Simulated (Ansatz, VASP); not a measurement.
**Two plane-wave programs on CaSe**

INCAR

```
SYSTEM = CaSe
ALGO     = Normal         ! electronic algorithm
EDIFF    = 1E-6           ! SCF threshold, eV
ENCUT    = 520            ! plane-wave cutoff, eV
GGA      = PE             ! functional
ISIF     = 2              ! what is computed and relaxed
ISMEAR   = -1             ! smearing method
LASPH    = .TRUE.         ! aspherical terms in the spheres
LCHARG   = .FALSE.        ! write CHGCAR
LREAL    = .FALSE.        ! projectors in reciprocal space
LWAVE    = .FALSE.        ! write WAVECAR
NBANDS   = 15             ! bands
NELM     = 60             ! most SCF steps
PREC     = Accurate       ! precision mode
SIGMA    = 0.02           ! smearing width, eV
```

The input KPOINTS:

```
k-points
0
G
  8 8 8
  0 0 0
```

File POSCAR:

```
CaSe
1.0
    3.6347849189      0.0387104594      0.0000000000
    0.0387104594      3.6347849189      0.0000000000
    0.0000000000      0.0000000000      3.6347849189
Ca Se
1 1
Direct
    0.0000000000      0.0000000000      0.0000000000
    0.5000000000      0.5000000000      0.5000000000
```

Input for Ansatz:

```yaml
crystal:
  lattice:
    - [3.6347849189, 0.0387104594, 0.0]
    - [0.0387104594, 3.6347849189, 0.0]
    - [0.0, 0.0, 3.6347849189]
  atoms:
    - { symbol: Ca, position: [0.0, 0.0, 0.0] }
    - { symbol: Se, position: [0.5, 0.5, 0.5] }
kpoints:
  mp_grid: { grid: [8, 8, 8] }
  band_path:
    path: [[0.0, 0.0, 0.0], [0.0, 0.5, 0.0], [0.5, 0.5, 0.0], [0.5, 0.5, 0.5]]
    npoints: 1
hamiltonian:
  xc: pbe
scf:
  occupations: { method: fermi_dirac, width: 0.02 }
  n_extra_bands: 4
output:
  forces: true
  stress: true
  eigenvalues: true
```

Change from the starting cell: shear_xy strain +2.1%.

Alike in both runs: task single point; functional PBE; k mesh 8 × 8 × 8; occupations fermi-dirac, width 0.02 eV; no spin polarisation.

```csv
,VASP,Ansatz
version,VASP 6.6.1,Ansatz 0.2.0
potentials or method,"VASP PAW PBE potentials, release 64 (Ca_sv, Se)","plane waves, PAW"
plane-wave cutoff (eV),520,420
valence electrons in the cell,16,26
```

Ansatz gave:

```
gap on the k mesh at the Fermi level (eV) : 0.77
pressure (GPa)                            : 0.7
```

Q: What did VASP give for the same quantities?

A: gap on the k mesh at the Fermi level (eV): 0.77; pressure (GPa): 0.8.

VASP's potentials hold 16 valence electrons a cell and Ansatz's 26, so a difference there can come from the potentials and not from the codes.
